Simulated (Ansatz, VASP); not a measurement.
# One calculation of LiSnF3, two programs

```
CELL_PARAMETERS angstrom
4.68454 0.00000 0.00000
0.00000 4.68454 0.00000
0.00000 0.00000 4.68454
ATOMIC_POSITIONS crystal
Li 0.00000 0.00000 0.00000
Sn 0.50000 0.50000 0.50000
F 0.00000 0.50000 0.50000
F 0.50000 0.50000 0.00000
F 0.50000 0.00000 0.50000
```

Change from the starting cell: species swapped into the EuBPd3 type (Pm-3m, No. 221).

Alike in both runs: functional PBE; k mesh 4 × 4 × 4; occupations gaussian, width 0.1 eV; no spin polarisation.

Ansatz relaxed the structure, and its values are those at the end. VASP's run is a single point on that final structure, the one shown.

|  | VASP | Ansatz |
| --- | --- | --- |
| version | VASP 6.6.1 | Ansatz 0.2.0 |
| potentials or method | VASP PAW PBE potentials, release 64 (Li_sv, Sn_d, F), cutoff 520 eV | scalar-relativistic, plane waves, PAW |
| valence electrons in the cell | 38 | 38 |

|  | VASP | Ansatz | Ansatz less VASP |
| --- | --- | --- | --- |
| gap on the k mesh at the Fermi level (eV) | 0.96 | 0.95 | -0.006 |
| least direct gap on the mesh (eV) | 1.98 | 1.98 | +0.009 |

Noted on VASP's run: the cutoff is short for stress, so the pressure is rough.
